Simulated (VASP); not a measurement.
# Mg8O9 (a cell with a defect) in VASP: a series of runs, part 3 of 3

VASP 6.6.1.

## Step 6: Single point, PBEsol, collinear spin

File INCAR:

```
SYSTEM = Mg8O9
ALGO = Normal ; EDIFF = 1E-6
ENCUT = 520 ; GGA = PS
ISIF = 2 ; ISMEAR = 0
ISPIN = 2 ; LASPH = .True.
LCHARG = .False. ; LORBIT = 11
LREAL = Auto ; LWAVE = .False.
MAGMOM = 0 0 0 0 0 0 0 0 0 0 0 0 0 0 0 0 1 ; NBANDS = 53
NELM = 150 ; PREC = Accurate
SIGMA = 0.05
```

File KPOINTS:

```
k-points
0
Gamma
  2 2 2
  0 0 0
```

File POSCAR:

```
Mg8O9
1.0
    0.0000000000      3.8900000000      3.8900000000
    3.8900000000      0.0000000000      3.8900000000
    3.8900000000      3.8900000000      0.0000000000
Mg O
8 9
Direct
   -0.0387357649      0.0249724425      0.0322087562
   -0.0387084511      0.0249859791      0.4816757695
   -0.0094720504      0.5194167082     -0.0047668338
   -0.0262007865      0.5025275577      0.5120467421
    0.4836311756      0.0123993470      0.0022076296
    0.4666789995     -0.0045674835      0.5191176751
    0.4962436196      0.4899886429      0.0321915350
    0.4961591576      0.4899389295      0.4818297316
    0.2287453713      0.2575386749      0.2571374124
    0.2287336120      0.2573697019      0.7571552690
    0.2287065319      0.7574169716      0.2570268098
    0.3503822555      0.6357810542      0.7569892998
    0.7285993193      0.2573768324      0.2571493058
    0.7287766842      0.2574467587      0.7569876092
    0.7287558994      0.7574335774      0.2571533103
    0.7286090583      0.7575221404      0.7570946193
    1.1067843689      0.8791163649      0.7570799590
```

Potentials or basis: VASP PAW PBE potentials, release 64 (Mg, O).

Run with:

```sh
> cat potpaw_PBE.64/Mg/POTCAR potpaw_PBE.64/O/POTCAR > POTCAR
> mpirun -np 1 vasp_std > vasp.out
```

OUTCAR:

```text
SYSTEM = Mg8O9
   EDIFF = 1E-6
   ENCUT = 520
   GGA = PS
   ISIF = 2
   ISMEAR = 0
   ISPIN = 2
   LASPH = .True.
   LORBIT = 11
   LREAL = Auto
   NELM = 150
   PREC = Accurate

 ion  position               nearest neighbor table
   1  0.961  0.025  0.032-  17 1.71  13 1.78  11 1.92  10 1.95  15 1.95  14 1.98   2 2.47   7 2.56
                            12 2.62   3 2.71   6 2.71   4 2.75   5 2.75   5 2.76   4 2.76   6 2.81
   2  0.961  0.025  0.482-  17 1.71  13 1.78  11 1.92   9 1.95  16 1.95  14 1.98   1 2.47   8 2.56
                            12 2.62   3 2.70   6 2.71   4 2.75   5 2.75   5 2.76   4 2.76   6 2.81
   3  0.991  0.519  0.995-  15 1.95  16 1.95   9 1.95  10 1.95  17 1.97  12 1.97  13 2.04   2 2.70
                             8 2.70   7 2.70   1 2.71   5 2.75   5 2.75   4 2.75   4 2.75   1 2.81
   4  0.974  0.503  0.512-  14 1.91   9 1.94  15 1.95  10 1.95  16 1.95  11 1.98   7 2.75   1 2.75
                             2 2.75   8 2.75   6 2.75   6 2.75   3 2.75   3 2.75   8 2.76   2 2.76
   5  0.484  0.012  0.002-  14 1.91  10 1.95  16 1.95   9 1.95  15 1.95  11 1.98   7 2.75   1 2.75
                             8 2.75   3 2.75   2 2.75   3 2.75   6 2.75   6 2.75   2 2.76   8 2.76
   6  0.467  0.995  0.519-  16 1.95   9 1.95  15 1.95  10 1.95  12 1.97  17 1.97  13 2.04   8 2.71
                             2 2.71   7 2.71   1 2.71   4 2.75   4 2.75   5 2.75   5 2.75   1 2.81
   7  0.496  0.490  0.032-  12 1.71  13 1.78  11 1.92  16 1.95   9 1.95  14 1.98   8 2.47   1 2.56
                            17 2.62   3 2.70   6 2.71   4 2.75   5 2.75   5 2.76   4 2.76   6 2.81
   8  0.496  0.490  0.482-  12 1.71  13 1.78  11 1.92  10 1.95  15 1.95  14 1.98   7 2.47   2 2.56
                            17 2.62   3 2.70   6 2.71   5 2.75   4 2.75   4 2.76   5 2.76   6 2.81
   9  0.229  0.258  0.257-   4 1.94   5 1.95   6 1.95   3 1.95   7 1.95   2 1.95
  10  0.229  0.257  0.757-   5 1.95   4 1.95   6 1.95   3 1.95   1 1.95   8 1.95
  11  0.229  0.757  0.257-   2 1.92   8 1.92   1 1.92   7 1.92   4 1.98   5 1.98
  12  0.350  0.636  0.757-  17 1.34   8 1.71   7 1.71   6 1.97   3 1.97   2 2.62   1 2.62
  13  0.729  0.257  0.257-   2 1.78   8 1.78   7 1.78   1 1.78   6 2.04   3 2.04
  14  0.729  0.257  0.757-   4 1.91   5 1.91   1 1.98   7 1.98   8 1.98   2 1.98
  15  0.729  0.757  0.257-   4 1.95   5 1.95   3 1.95   6 1.95   1 1.95   8 1.95
  16  0.729  0.758  0.757-   5 1.95   4 1.95   6 1.95   3 1.95   7 1.95   2 1.95
  17  0.107  0.879  0.757-  12 1.34   2 1.71   1 1.71   3 1.97   6 1.97   8 2.62   7 2.62

  LATTYP: Found a face centered cubic cell.
 ALAT       =     7.7800000000

  Lattice vectors:

 A1 = (   0.0000000000,   3.8900000000,   3.8900000000)
 A2 = (   3.8900000000,   0.0000000000,   3.8900000000)
 A3 = (   3.8900000000,   3.8900000000,   0.0000000000)

Analysis of symmetry for initial positions (statically):
=====================================================================
 Subroutine PRICEL returns:
 Original cell was already a primitive cell.

 Routine SETGRP: Setting up the symmetry group for a
 face centered cubic supercell.

 Subroutine GETGRP returns: Found  1 space group operations
 (whereof  1 operations were pure point group operations)
 out of a pool of 48 trial point group operations.

The static configuration has the point symmetry C_1 .

Analysis of symmetry for dynamics (positions and initial velocities):
=====================================================================
 Subroutine PRICEL returns:
 Original cell was already a primitive cell.

 Routine SETGRP: Setting up the symmetry group for a
 face centered cubic supercell.

 Subroutine GETGRP returns: Found  1 space group operations
 (whereof  1 operations were pure point group operations)
 out of a pool of 48 trial point group operations.

The dynamic configuration has the point symmetry C_1 .

Analysis of structural, dynamic, and magnetic symmetry:
=====================================================================
 Subroutine PRICEL returns:
[... 147 lines left out ...]
   GGA     = PS    functional components
   LHFCALC =     F    Hartree Fock is set to
   AEXX    =    0.0000 exact exchange contribution
   IVDW    =     0    specifies the selected vdW correction
   LEPSILON=     F    determine dielectric tensor
   LRPA    =     F    only Hartree local field effects (RPA)
 spin polarized calculation
 Gauss-broadening in eV      SIGMA  =   0.05
  energy-cutoff  :      520.00
  volume of cell :      117.73
 maximum number of plane-waves:      3218
 NGX is ok and might be reduce to    42
   NGX = 21   NGY = 21   NGZ = 21

 number of electron      69.9999997 magnetization       0.0000082

 number of electron      69.9999997 magnetization      -0.0000168

 Free energy of the ion-electron system (eV)
  ---------------------------------------------------
  ext. energy  EPLUGINS =         0.00000000
  ---------------------------------------------------
  free energy    TOTEN  =       -92.39362249 eV

  energy without entropy =      -92.39362249  energy(sigma->0) =      -92.39362249

 E-fermi :   7.3344     XC(G=0): -12.8065

 val. band max:        7.0998730914   @ k =   0.5000   0.5000   0.0000
 cond. band min:      12.8967728653   @ k =   0.0000   0.0000   0.0000
 fundamental gap:      5.7968997739
 Fermi energy:         7.3344362049

 spin component 1

 k-point     1 :       0.0000    0.0000    0.0000
  band No.  band energies     occupation
      1     -17.6489      1.00000
      2     -12.9336      1.00000
      3     -11.6062      1.00000
      4     -11.0061      1.00000
      5     -10.7933      1.00000
      6     -10.7784      1.00000
[... 389 lines left out ...]
     46      18.2886      0.00000
     47      18.3050      0.00000
 Fermi energy:         7.3344362049

 spin component 2

 k-point     1 :       0.0000    0.0000    0.0000
  band No.  band energies     occupation
      1     -17.6490      1.00000
      2     -12.9336      1.00000
      3     -11.6062      1.00000
      4     -11.0061      1.00000
      5     -10.7933      1.00000
      6     -10.7784      1.00000
[... 389 lines left out ...]
     46      18.2886      0.00000
     47      18.3049      0.00000
 [bands above 47 left out]

------------------------ aborting loop because EDIFF is reached ----------------------------------------

  FORCE on cell =-STRESS in cart. coord.  units (eV):
  Direction    XX          YY          ZZ          XY          YZ          ZX
  --------------------------------------------------------------------------------------
  -------------------------------------------------------------------------------------
  Total       78.7692447     78.7833391     54.2292661     -1.0576893      0.0200940     -0.0192353
  in kB     1071.9843959   1072.1762094    738.0155460    -14.3942783      0.2734624     -0.2617766
  external PRESSURE =     960.7253838 kB  Pullay stress =       0.0000000 kB

 VOLUME and BASIS-vectors are now :
 -----------------------------------------------------------------------------
  energy-cutoff  :      520.00
  volume of cell :      117.73
      direct lattice vectors                 reciprocal lattice vectors
     0.000000000  3.890000000  3.890000000    -0.128534704  0.128534704  0.128534704
     3.890000000  0.000000000  3.890000000     0.128534704 -0.128534704  0.128534704
     3.890000000  3.890000000  0.000000000     0.128534704  0.128534704 -0.128534704

 POSITION                                       TOTAL-FORCE (eV/Angst)
 -----------------------------------------------------------------------------------
      0.22243      3.86461      3.83646         0.011791      0.011636     -0.007465
      1.97091      5.61314      3.83662        -0.006957     -0.010688     -0.007050
      5.89199      7.72461      5.87368        -0.002945      0.000001      0.007564
      3.94669      5.77994      5.74291         0.003360     -0.003111      0.007978
      0.05682      1.88991      1.92956        -0.000943      0.000620     -0.002015
      5.89160      3.83475      5.68761         0.001441     -0.002051     -0.000956
[... 9 lines left out ...]
      5.89186      5.77939      5.78105        -0.005167      0.007298      0.001199
      6.36480      3.36043      3.83515         0.212651     -0.196698      0.002410
 -----------------------------------------------------------------------------------
    total drift:                               -0.012122      0.008746      0.008154

  FREE ENERGIE OF THE ION-ELECTRON SYSTEM (eV)
  ---------------------------------------------------
  free  energy   TOTEN  =       -92.3936224917 eV

  energy  without entropy=      -92.3936224917  energy(sigma->0) =      -92.39362249

 total charge

# of ion       s       p       d       tot
------------------------------------------
    1        0.225   0.344   0.193   0.762
    2        0.225   0.344   0.193   0.762
    3        0.185   0.270   0.149   0.604
    4        0.193   0.279   0.146   0.618
    5        0.193   0.279   0.146   0.618
    6        0.185   0.270   0.149   0.604
[... 9 lines left out ...]
   16        1.546   3.700   0.000   5.247
   17        1.608   3.701   0.000   5.309
--------------------------------------------------
tot         15.717  35.877   1.361  52.955

 magnetization (x)

# of ion       s       p       d       tot
------------------------------------------
    1        0.000   0.000   0.000   0.000
    2        0.000   0.000   0.000   0.000
    3        0.000   0.000   0.000   0.000
    4       -0.000   0.000  -0.000  -0.000
    5       -0.000   0.000  -0.000  -0.000
    6        0.000   0.000   0.000   0.000
[... 9 lines left out ...]
   16       -0.000   0.000   0.000   0.000
   17       -0.000  -0.000   0.000  -0.000
--------------------------------------------------
tot         -0.000  -0.000   0.000  -0.000
```

It took 3 min on 1 thread of Intel Xeon 6975P-C (Granite Rapids), shared host; peak memory 0.34 GiB.

Results:

| Property | Result |
| --- | --- |
| Free energy | -92.3936 eV |
| Pressure | 96.1 GPa |
| Largest force | 0.298 eV/Å |
| Band gap on the k mesh | 5.80 eV |
| Net moment | 0.00 μB per cell |
| Valence electrons inside the program's atomic spheres | Mg 0.76, 0.60, 0.62; O 5.25, 5.24, 5.31, 5.36, 5.26 |

Forces on the atoms (eV/Å):
```
Mg   0.012  0.012 -0.007
Mg  -0.007 -0.011 -0.007
Mg  -0.003  0.000  0.008
Mg   0.003 -0.003  0.008
Mg  -0.001  0.001 -0.002
Mg   0.001 -0.002 -0.001
Mg   0.010  0.007 -0.003
Mg  -0.009 -0.007  0.000
O   -0.013 -0.007 -0.007
O    0.004 -0.004  0.000
O    0.002  0.004  0.007
O   -0.205  0.216 -0.002
O   -0.007 -0.005  0.009
O    0.007 -0.004 -0.002
O   -0.004 -0.008 -0.004
O   -0.005  0.007  0.001
O    0.213 -0.197  0.002
```

Caveat: the k points lie up to 0.70 Å⁻¹ apart; the PAW data sets were made with another functional, which shifts forces and pressure a little.
